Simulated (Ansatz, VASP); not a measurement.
## InSe2 in VASP and in Ansatz

Contents of INCAR:

```
PREC = Accurate ; ENCUT = 520
EDIFF = 1E-6 ; ISMEAR = 0
SIGMA = 0.15 ; LREAL = False
LASPH = True ; NELM = 80
ALGO = Normal ; ISIF = 2
LWAVE = False ; LCHARG = False
GGA = PE ; NBANDS = 34
```

KPOINTS

```
regular mesh
0
Gamma
  12 12 6
```

The input POSCAR:

```
InSe2
1.0
    4.1983847344      0.0000000000      0.0000000000
    0.0000000000      4.1983847344      0.0000000000
    0.0000000000      0.0000000000      9.3432335618
In Se
2 4
Direct
    0.0000000000      0.5000000000      0.7035851637
    0.5000000000      0.0000000000      0.2964148363
    0.0000000000      0.5000000000      0.3657877574
    0.5000000000      0.0000000000      0.6342122426
    0.0000000000      0.0000000000      0.0000000000
    0.5000000000      0.5000000000      0.0000000000
```

Input for Ansatz:

```yaml
crystal:
  lattice:
    - [4.1983847344, 0.0, 0.0]
    - [0.0, 4.1983847344, 0.0]
    - [0.0, 0.0, 9.3432335618]
  atoms:
    - { symbol: In, position: [0.0, 0.5, 0.7035851637] }
    - { symbol: In, position: [0.5, 0.0, 0.2964148363] }
    - { symbol: Se, position: [0.0, 0.5, 0.3657877574] }
    - { symbol: Se, position: [0.5, 0.0, 0.6342122426] }
    - { symbol: Se, position: [0.0, 0.0, 0.0] }
    - { symbol: Se, position: [0.5, 0.5, 0.0] }
basis:
  ecutwfc: 420
kpoints:
  mp_grid: { grid: [12, 12, 6] }
hamiltonian:
  xc: pbe
scf:
  occupations: { method: gaussian, width: 0.15 }
output:
  forces: true
  stress: true
  eigenvalues: true
```

Change from the starting cell: strain +0.080 along x and y, -0.040 along z, atoms carried along.

Alike in both runs: task single point; functional PBE; k mesh 12 × 12 × 6; occupations gaussian, width 0.15 eV; no spin polarisation.

|  | VASP | Ansatz |
| --- | --- | --- |
| version | VASP 6.6.1 | Ansatz 0.2.0 |
| potentials or method | VASP PAW PBE potentials, release 64 (In_d, Se), cutoff 520 eV | scalar-relativistic, plane waves, PAW |
| valence electrons in the cell | 50 | 90 |

|  | VASP | Ansatz | Ansatz less VASP |
| --- | --- | --- | --- |
| gap on the k mesh at the Fermi level (eV) | none | none | - |
| pressure (GPa) | -6.4 | -6.4 | 0.00 |
| traceless stress, the component that is largest in VASP (GPa) | 4.95 | 4.95 | -0.005 |
| rms of the force components (eV/Å) | 0.154 | 0.154 | 0.0000 |

Atom by atom the forces differ by 0.000 eV/Å (rms over components). A gap of «none» marks a metal or a gap that the smearing closes. The functional is the same, so the differences come from potentials, cutoffs and numerics. VASP's potentials hold 50 valence electrons a cell and Ansatz's 90, so a difference there can come from the potentials and not from the codes.
